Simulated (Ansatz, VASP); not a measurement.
**Two plane-wave programs on CuH2**

```
Cu H
1.0
     3.00955    0.00000    0.00000
    -1.50478    2.60635    0.00000
     0.00000    0.00000    2.41750
Cu H
1 2
Direct
  0.00000 0.00000 0.00000
  0.33333 0.66667 0.50000
  0.66667 0.33333 0.50000
```

Alike in both runs: functional PBE; k mesh 6 × 6 × 8; occupations gaussian, width 0.1 eV; no spin polarisation.

Ansatz relaxed the structure, and its values are those at the end. VASP's run is a single point on that final structure, the one shown.

```csv
,VASP,Ansatz
version,VASP 6.6.1,Ansatz 0.2.0
potentials or method,"VASP PAW PBE potentials, release 64 (Cu, H), cutoff 520 eV","scalar-relativistic, plane waves, PAW"
valence electrons in the cell,13,21
```

```tsv
	VASP	Ansatz	Ansatz less VASP
gap on the k mesh at the Fermi level (eV)	none	none	-
pressure (GPa)	0.2	0.1	-0.08
```

A gap of «none» marks a metal or a gap that the smearing closes. VASP's potentials hold 13 valence electrons a cell and Ansatz's 21, so a difference there can come from the potentials and not from the codes.

The k mesh is coarse, so the values compare programs but aren't converged.
